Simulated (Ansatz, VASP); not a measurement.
## SnTe in VASP and in Ansatz

```
Sn Te
1.0
     0.09470    3.20385    3.20385
     3.20385    0.09470    3.20385
     3.20385    3.20385    0.09470
Sn Te
1 1
Direct
  0.00000 0.00000 0.00000
  0.50000 0.50000 0.50000
```

Change from the starting cell: equal xy, yz and zx shear strains of +3 %, crystal datasets.

Alike in both runs: task electric field gradients; functional PBE; k mesh 11 × 11 × 11; occupations fermi-dirac, width 0.08 eV; no spin polarisation.

|  | VASP | Ansatz |
| --- | --- | --- |
| version | VASP 6.6.1 | Ansatz 0.2.0 |
| potentials or method | VASP PAW PBE potentials, release 64 (Sn_d, Te), cutoff 520 eV | all-electron PAW with datasets made for the crystal, scalar-relativistic |

Ansatz gave:

* pressure (GPa): 2.0
* traceless stress, the component that is largest in VASP (GPa): -0.47
* size of Vzz on the site where it differs most (V/Å²): 35.7

Problem. What did VASP give for the same quantities?

Solution. Pressure (GPa): 2.0; traceless stress, the component that is largest in VASP (GPa): -0.47; size of Vzz on the site where it differs most (V/Å²): 34.7.

Ansatz ran all-electron here, and VASP with PAW potentials.

Spin-orbit coupling is off throughout.
